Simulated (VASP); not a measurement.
Input of a VASP 6.6.1 run:

INCAR

```
SYSTEM = Si3Mo
PREC = Accurate ; ENCUT = 520
EDIFF = 1E-6 ; ISMEAR = 0
SIGMA = 0.1 ; LREAL = .False.
LASPH = .True. ; NELM = 150
ALGO = Normal ; ISIF = 2
LWAVE = .False. ; LCHARG = .False.
ISPIN = 2 ; MAGMOM = 0 0 0 1
LORBIT = 11 ; LMAXMIX = 4
GGA = PE ; NBANDS = 25
```

The input KPOINTS:

```
Automatic mesh
0
Gamma
  4 4 6
  0 0 0
```

The input POSCAR:

```
Si3Mo
1.0
    4.2066502859      0.0000000000      0.0000000000
    0.0000000000      4.2066502859      0.0000000000
    0.0000000000      0.0000000000      3.1605391746
Si Mo
3 1
Direct
    0.5000000000      0.5000000000      0.0000000000
    0.5000000000      0.0000000000      0.5000000000
    0.0000000000      0.5000000000      0.5000000000
    0.0000000000      0.0000000000      0.0000000000
```

Potentials or basis: VASP PAW PBE potentials, release 64 (Si, Mo_sv).

The run is started by

```sh
$ cat potpaw_PBE.64/Si/POTCAR potpaw_PBE.64/Mo_sv/POTCAR > POTCAR
$ mpirun -np 1 vasp_std > vasp.out
```

**Question.** Estimate the pressure.

**Answer.** 0.1 GPa.

**Question.** What does it give for the net moment?

**Answer.** 0.00 μB per cell.

Caveat: the k points lie up to 0.37 Å⁻¹ apart.
